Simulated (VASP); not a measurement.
# Cu in VASP: single point with PBE+D3(BJ)

Aim: the single point of Cu with PBE+D3(BJ).

Everything below comes from runs of VASP 6.6.1. Logs are shortened: lines on timing, memory, paths and dates and some standing lists are left out, and cuts for length are marked.

## (1) The cell of the first run

The cell holds a slab with vacuum, 16 atoms: a = 5.039 Å, b = 5.039 Å, c = 22.345 Å, α = 90.00°, β = 90.00°, γ = 90.00°.

## (2) Single point, PBE+D3(BJ)

The input, INCAR:

```
SYSTEM = Cu
ALGO     = Normal         ! electronic algorithm
DIPOL    = 0.5 0.5 0.501
EDIFF    = 1E-6           ! SCF threshold, eV
ENCUT    = 520            ! plane-wave cutoff, eV
GGA      = PE             ! functional
IDIPOL   = 3            
ISIF     = 2              ! what is computed and relaxed
ISMEAR   = 0              ! smearing method
IVDW     = 12             ! dispersion correction
LASPH    = .TRUE.         ! aspherical terms in the spheres
LCHARG   = .FALSE.        ! write CHGCAR
LDIPOL   = .TRUE.       
LREAL    = Auto         
LWAVE    = .FALSE.        ! write WAVECAR
NBANDS   = 102            ! bands
NELM     = 60             ! most SCF steps
PREC     = Accurate       ! precision mode
SIGMA    = 0.1            ! smearing width, eV
```

The input, KPOINTS:

```
k-points
0
G
  6 6 1
  0 0 0
```

The input, POSCAR:

```
Cu
1.0
    5.0393684365      0.0000000000      0.0000000000
    0.0000000000      5.0393684365      0.0000000000
    0.0000000000      0.0000000000     22.3450573916
Cu
16
Direct
    0.2500000000      0.2500000000      0.3803973224
    0.2500000000      0.7500000000      0.3803973224
    0.7500000000      0.2500000000      0.3803973224
    0.7500000000      0.7500000000      0.3803973224
    0.5000000000      0.5000000000      0.4601324408
    0.5000000000      0.0000000000      0.4601324408
    0.0000000000      0.5000000000      0.4601324408
    0.0000000000      0.0000000000      0.4601324408
    0.7500000000      0.7500000000      0.5411446591
    0.7500000000      0.2500000000      0.5411446591
    0.2500000000      0.7500000000      0.5411446591
    0.2500000000      0.2500000000      0.5411446591
    0.0000000000      0.0000000000      0.6205866970
    0.0000000000      0.5000000000      0.6205866970
    0.5000000000      0.0000000000      0.6205866970
    0.5000000000      0.5000000000      0.6205866970
```

Potentials or basis: VASP PAW PBE potentials, release 64 (Cu).

Run with:

```
cat potpaw_PBE.64/Cu/POTCAR > POTCAR
mpirun -np 1 vasp_std > vasp.out
```

OUTCAR:

```text
SYSTEM = Cu
   EDIFF = 1E-6
   ENCUT = 520
   GGA = PE
   ISIF = 2
   ISMEAR = 0
   IVDW = 12
   LASPH = .TRUE.
   LREAL = Auto
   NELM = 60
   PREC = Accurate
 IVDW          = 12

 ion  position               nearest neighbor table
   1  0.250  0.250  0.380-   5 2.52   6 2.52   7 2.52   8 2.52   2 2.52   3 2.52   2 2.52   3 2.52

   2  0.250  0.750  0.380-   5 2.52   6 2.52   7 2.52   8 2.52   1 2.52   4 2.52   1 2.52   4 2.52

   3  0.750  0.250  0.380-   5 2.52   6 2.52   7 2.52   8 2.52   1 2.52   4 2.52   4 2.52   1 2.52
[... 23 lines left out ...]
  15  0.500  0.000  0.621-   9 2.52  10 2.52  11 2.52  12 2.52  13 2.52  16 2.52  16 2.52  13 2.52

  16  0.500  0.500  0.621-   9 2.52  10 2.52  11 2.52  12 2.52  14 2.52  15 2.52  15 2.52  14 2.52

  LATTYP: Found a simple tetragonal cell.
 ALAT       =     5.0393684365
 C/A-ratio  =     4.4340987711

  Lattice vectors:

 A1 = (   5.0393684365,   0.0000000000,   0.0000000000)
 A2 = (   0.0000000000,   5.0393684365,   0.0000000000)
 A3 = (   0.0000000000,   0.0000000000,  22.3450573916)

Analysis of symmetry for initial positions (statically):
=====================================================================
 Subroutine PRICEL returns following result:

  LATTYP: Found a simple tetragonal cell.
 ALAT       =     2.5196842183
 C/A-ratio  =     8.8681975423

  Lattice vectors:

 A1 = (   2.5196842183,   0.0000000000,   0.0000000000)
 A2 = (   0.0000000000,   2.5196842183,   0.0000000000)
 A3 = (   0.0000000000,   0.0000000000,  22.3450573916)

   4 primitive cells build up your supercell.

 Routine SETGRP: Setting up the symmetry group for a
 simple tetragonal supercell.

 Subroutine GETGRP returns: Found  8 space group operations
 (whereof  8 operations were pure point group operations)
 out of a pool of 16 trial point group operations.

The static configuration has the point symmetry C_4v.

Analysis of symmetry for dynamics (positions and initial velocities):
=====================================================================
 Subroutine PRICEL returns following result:

  LATTYP: Found a simple tetragonal cell.
 ALAT       =     2.5196842183
 C/A-ratio  =     8.8681975423

  Lattice vectors:

 A1 = (   2.5196842183,   0.0000000000,   0.0000000000)
 A2 = (   0.0000000000,   2.5196842183,   0.0000000000)
 A3 = (   0.0000000000,   0.0000000000,  22.3450573916)

   4 primitive cells build up your supercell.

 Routine SETGRP: Setting up the symmetry group for a
 simple tetragonal supercell.

 Subroutine GETGRP returns: Found  8 space group operations
 (whereof  8 operations were pure point group operations)
 out of a pool of 16 trial point group operations.

The dynamic configuration has the point symmetry C_4v.

 Subroutine INISYM returns: Found  8 space group operations
 (whereof  8 operations are pure point group operations),
 and found     4 'primitive' translations

----------------------------------------------------------------------------------------

                                     Primitive cell

  volume of cell :     141.8645

  direct lattice vectors                    reciprocal lattice vectors
     2.519684218  0.000000000  0.000000000     0.396875129  0.000000000  0.000000000
     0.000000000  2.519684218  0.000000000     0.000000000  0.396875129  0.000000000
     0.000000000  0.000000000 22.345057392     0.000000000  0.000000000  0.044752626

  length of vectors
     2.519684218  2.519684218 22.345057392     0.396875129  0.396875129  0.044752626

  position of ions in fractional coordinates (direct lattice)
     0.500000000  0.500000000  0.380397322
     0.000000000  0.000000000  0.460132441
     0.500000000  0.500000000  0.541144659
     0.000000000  0.000000000  0.620586697

  ion indices of the primitive-cell ions
   primitive index   ion index
                 1           1
                 2           5
                 3          12
                 4          13

----------------------------------------------------------------------------------------

 KPOINTS: k-points

Automatic generation of k-mesh.
 Grid dimensions read from file:
 generate k-points for:    6    6    1

 Generating k-lattice:

  Cartesian coordinates                     Fractional coordinates (reciprocal lattice)
     0.033072927  0.000000000  0.000000000     0.166666667  0.000000000  0.000000000
     0.000000000  0.033072927  0.000000000     0.000000000  0.166666667  0.000000000
     0.000000000  0.000000000  0.044752626     0.000000000  0.000000000  1.000000000

  Length of vectors
     0.033072927  0.033072927  0.044752626

  Shift w.r.t. Gamma in fractional coordinates (k-lattice)
     0.000000000  0.000000000  0.000000000

 Subroutine IBZKPT returns following result:
 ===========================================

 Found     10 irreducible k-points:

 Following reciprocal coordinates:
            Coordinates               Weight
  0.000000  0.000000  0.000000      1.000000
  0.166667  0.000000  0.000000      4.000000
  0.333333  0.000000  0.000000      4.000000
  0.500000  0.000000  0.000000      2.000000
  0.166667  0.166667  0.000000      4.000000
  0.333333  0.166667  0.000000      8.000000
  0.500000  0.166667  0.000000      4.000000
  0.333333  0.333333  0.000000      4.000000
  0.500000  0.333333  0.000000      4.000000
  0.500000  0.500000  0.000000      1.000000
   k-points           NKPTS =     10   k-points in BZ     NKDIM =     10   number of bands    NBANDS=    102
   number of dos      NEDOS =    301   number of ions     NIONS =     16
   total plane-waves  NPLWV = 268800
   dimension x,y,z NGX =    40 NGY =   40 NGZ =  168
   dimension x,y,z NGXF=    80 NGYF=   80 NGZF=  336
   ions per type =              16
   NGX,Y,Z   is equivalent  to a cutoff of  13.20, 13.20, 12.50 a.u.
   NGXF,Y,Z  is equivalent  to a cutoff of  26.39, 26.39, 25.00 a.u.
 SYSTEM =  Cu
   PREC   = accura    normal or accurate (medium, high low for compatibility)
   ISTART =      0    job   : 0-new  1-cont  2-samecut
   ICHARG =      2    charge: 1-file 2-atom 10-const
   ISPIN  =      1    spin polarized calculation?
   LNONCOLLINEAR =      F non collinear calculations
   LSORBIT =      F    spin-orbit coupling
   LASPH  =      T    aspherical Exc in radial PAW
   ENCUT  =  520.0 eV  38.22 Ry    6.18 a.u.   9.37  9.37 41.55*2*pi/ulx,y,z
   NELM   =     60;   NELMIN=  2; NELMDL= -5     # of ELM steps
   EDIFF  = 0.1E-05   stopping-criterion for ELM
   LREAL  =      T    real-space projection
   EDIFFG = 0.1E-04   stopping-criterion for IOM
   NSW    =      0    number of steps for IOM
[... 5 lines left out ...]
   TEBEG  =    0.0;   TEEND  =   0.0 temperature during run
   PSTRESS=    0.0 pullay stress
   NELECT =     176.0000    total number of electrons
   NUPDOWN=      -1.0000    fix difference up-down
   EMIN   =  10.00;   EMAX   =-10.00  energy-range for DOS
   EFERMI =   0.00;   METHOD = LEGACY
   ISMEAR =     0;   SIGMA  =   0.10  broadening in eV -4-tet -1-fermi 0-gaus
   EFERMI_NEDOS =   21; number of points for ismear=-14 and -15
   IALGO  =     38    algorithm
   IMIX   =      4    mixing-type and parameters
     AMIX     =   0.40;   BMIX     =  1.00
     AMIX_MAG =   1.60;   BMIX_MAG =  1.00
  volume/ion in A,a.u.               =      35.47       239.34
  Fermi-wavevector in a.u.,A,eV,Ry     =   1.108157  2.094112 16.708106  1.228011
  Thomas-Fermi vector in A             =   2.244680
   LORBIT       =      0    0 simple, 1 ext, 2 COOP (PROOUT), +10 PAW based schemes
   GGA     = PE    functional components
   LHFCALC =     F    Hartree Fock is set to
   AEXX    =    0.0000 exact exchange contribution
   IVDW    =    12    specifies the selected vdW correction
   LEPSILON=     F    determine dielectric tensor
   LRPA    =     F    only Hartree local field effects (RPA)
 non-spin polarized calculation
 Gauss-broadening in eV      SIGMA  =   0.10
  energy-cutoff  :      520.00
  volume of cell :      567.46
 maximum number of plane-waves:     15351
 NGX is ok and might be reduce to    40
   NGX = 19   NGY = 19   NGZ = 83

 dipolmoment           0.000000      0.000000      0.001271 electrons x Angstroem

 number of electron     175.9999976 magnetization

 dipolmoment           0.000000      0.000000     -0.000373 electrons x Angstroem

 Free energy of the ion-electron system (eV)
  ---------------------------------------------------
  ext. energy  EPLUGINS =         0.00000000
  ---------------------------------------------------
  free energy    TOTEN  =       -54.90218335 eV

  energy without entropy =      -54.87673240  energy(sigma->0) =      -54.88945787

 E-fermi :  -0.5017     XC(G=0):  -5.0304

 val. band max:       -0.5601379148   @ k =   0.1667   0.0000   0.0000
 cond. band min:      -0.4950631564   @ k =   0.0000   0.0000   0.0000
 fundamental gap:      0.0650747584
 Fermi energy:        -0.5016527958

 k-point     1 :       0.0000    0.0000    0.0000
  band No.  band energies     occupation
      1      -9.4520      2.00000
      2      -7.7784      2.00000
      3      -5.7866      2.00000
      4      -5.5312      2.00000
      5      -5.5312      2.00000
      6      -5.5251      2.00000
[... 1019 lines left out ...]
     99       4.6336      0.00000
    100       4.6336      0.00000
 [bands above 100 left out]

------------------------ aborting loop because EDIFF is reached ----------------------------------------

 vacuum level on the upper side and lower side of the slab       (xc-potential included)        -0.116        -0.116

 Edisp (eV)   -6.69807

 E8    (eV) :    -2.9996

  FORCE on cell =-STRESS in cart. coord.  units (eV):
  Direction    XX          YY          ZZ          XY          YZ          ZX
  --------------------------------------------------------------------------------------
  -------------------------------------------------------------------------------------
  Total      -4.94348    -4.94348     0.17122     0.00000     0.00000     0.00000
  in kB     -13.95758   -13.95758     0.48343     0.00000     0.00000     0.00000
  external pressure =       -9.14 kB  Pullay stress =        0.00 kB

 VOLUME and BASIS-vectors are now :
 -----------------------------------------------------------------------------
  energy-cutoff  :      520.00
  volume of cell :      567.46
      direct lattice vectors                 reciprocal lattice vectors
     5.039368437  0.000000000  0.000000000     0.198437565  0.000000000  0.000000000
     0.000000000  5.039368437  0.000000000     0.000000000  0.198437565  0.000000000
     0.000000000  0.000000000 22.345057392     0.000000000  0.000000000  0.044752626

 POSITION                                       TOTAL-FORCE (eV/Angst)
 -----------------------------------------------------------------------------------
      1.25984      1.25984      8.50000         0.000000     -0.000000      0.002987
      1.25984      3.77953      8.50000         0.000000      0.000000      0.002987
      3.77953      1.25984      8.50000         0.000000     -0.000000      0.002987
      3.77953      3.77953      8.50000        -0.000000      0.000000      0.002987
      2.51968      2.51968     10.28169        -0.000000      0.000000     -0.026451
      2.51968      0.00000     10.28169        -0.000000      0.000000     -0.026451
[... 8 lines left out ...]
      2.51968      0.00000     13.86705        -0.000000      0.000000      0.024524
      2.51968      2.51968     13.86705        -0.000000      0.000000      0.024524
 -----------------------------------------------------------------------------------
    total drift:                               -0.000000     -0.000000      0.003480

  FREE ENERGIE OF THE ION-ELECTRON SYSTEM (eV)
  ---------------------------------------------------
  free  energy   TOTEN  =       -61.6002516523 eV

  energy  without entropy=      -61.5748007042  energy(sigma->0) =      -61.58752618

 vacuum level on the upper side and lower side of the slab         4.012         4.012
```

Wall time 18 min (1 thread of Intel Xeon 6975P-C (Granite Rapids), shared host); peak memory 0.75 GiB.

What came out:

```yaml
Free_energy: -61.6003 eV
Largest_force: 0.026 eV/Å
Band_gap_on_the_k_mesh: zero (band 88 reaches 0.34 eV, above the bottom of band 89 at -0.80 eV)
Dispersion_energy_per_atom: -0.419 eV
```

Forces on the atoms (eV/Å):
```
Cu   0.000  0.000  0.003
Cu   0.000  0.000  0.003
Cu   0.000  0.000  0.003
Cu   0.000  0.000  0.003
Cu   0.000  0.000 -0.026
Cu   0.000  0.000 -0.026
Cu   0.000  0.000 -0.026
Cu   0.000  0.000 -0.026
Cu   0.000  0.000 -0.001
Cu   0.000  0.000 -0.001
Cu   0.000  0.000 -0.001
Cu   0.000  0.000 -0.001
Cu   0.000  0.000  0.025
Cu   0.000  0.000  0.025
Cu   0.000  0.000  0.025
Cu   0.000  0.000  0.025
```
